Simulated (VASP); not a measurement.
A run of VASP 6.6.1:

File INCAR:

```
SYSTEM = NaCl
PREC = Accurate
ENCUT = 520
EDIFF = 1E-6
ISMEAR = -1
SIGMA = 0.05
LREAL = .FALSE.
LASPH = .TRUE.
NELM = 80
ALGO = Normal
ISIF = 2
LWAVE = .FALSE.
LCHARG = .FALSE.
GGA = RE
NBANDS = 14
```

Contents of KPOINTS:

```
regular mesh
0
G
  8 8 8
  0 0 0
```

Contents of POSCAR:

```
NaCl
1.0
    0.0000000000      2.9133267711      2.9133267711
    2.9133267711      0.0000000000      2.9133267711
    2.9133267711      2.9133267711      0.0000000000
Cl Na
1 1
Direct
    0.5000000000      0.5000000000      0.5000000000
    0.0000000000      0.0000000000      0.0000000000
```

Potentials or basis: VASP PAW PBE potentials, release 64 (Cl, Na_pv).

The run is started by

```console
$ cat potpaw_PBE.64/Cl/POTCAR potpaw_PBE.64/Na_pv/POTCAR > POTCAR
$ mpirun -np 1 vasp_std > vasp.out
```

Hardware: 1 thread of Intel(R) Xeon(R) Platinum 8259CL CPU @ 2.50GHz (Skylake/Cascade Lake), with other jobs on the host.

Estimate the wall time of this run.

Run time: 18 s on 1 thread of Intel(R) Xeon(R) Platinum 8259CL CPU @ 2.50GHz (Skylake/Cascade Lake) (shared host), peak memory 0.17 GiB. Counts: scf iterations 14, k points 29.
